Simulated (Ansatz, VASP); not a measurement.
# Rh: VASP beside Ansatz

Contents of INCAR:

```
SYSTEM = Rh
  ALGO = Fast
  EDIFF = 1E-6
  ENCUT = 520
  GGA = CA
  ISIF = 2
  ISMEAR = 0
  LASPH = .True.
  LCHARG = .False.
  LREAL = .False.
  LWAVE = .False.
  NBANDS = 14
  NELM = 80
  PREC = Accurate
  SIGMA = 0.15
```

KPOINTS

```
k-points
0
Gamma
  22 22 22
  0 0 0
```

Contents of POSCAR:

```
Rh
1.0
    0.0000000000      1.9966275000      1.8540112500
    1.9966275000      0.0000000000      1.8540112500
    1.9966275000      1.9966275000      0.0000000000
Rh
1
Direct
    0.0000000000      0.0000000000      0.0000000000
```

Input for Ansatz:

```yaml
crystal:
  lattice:
    - [0.0, 1.9966275, 1.85401125]
    - [1.9966275, 0.0, 1.85401125]
    - [1.9966275, 1.9966275, 0.0]
  atoms:
    - { symbol: Rh, position: [0.0, 0.0, 0.0] }
basis:
  ecutwfc: 420
kpoints:
  mp_grid: { grid: [22, 22, 22] }
hamiltonian:
  xc: lda
scf:
  occupations: { method: gaussian, width: 0.15 }
output:
  forces: true
  stress: true
  eigenvalues: true
```

Change from the starting cell: strain +0.050 along x and y, -0.025 along z, atoms carried along.

Alike in both runs: task single point; functional LDA; k mesh 22 × 22 × 22; occupations gaussian, width 0.15 eV; no spin polarisation.

```csv
,VASP,Ansatz
version,VASP 6.6.1,Ansatz 0.2.0
potentials or method,"VASP PAW LDA potentials, release 64 (Rh_pv), cutoff 520 eV","scalar-relativistic, plane waves, PAW"
valence electrons in the cell,15,17
```

```tsv
	VASP	Ansatz	Ansatz less VASP
gap on the k mesh at the Fermi level (eV)	none	none	-
pressure (GPa)	-25.1	-25.9	-0.78
traceless stress, the component that is largest in VASP (GPa)	8.98	9.02	+0.037
```

LDA's correlation is that of Perdew and Zunger in VASP and of Perdew and Wang (1992) in Ansatz. A gap of «none» marks a metal or a gap that the smearing closes. VASP's potentials hold 15 valence electrons a cell and Ansatz's 17, so a difference there can come from the potentials and not from the codes.
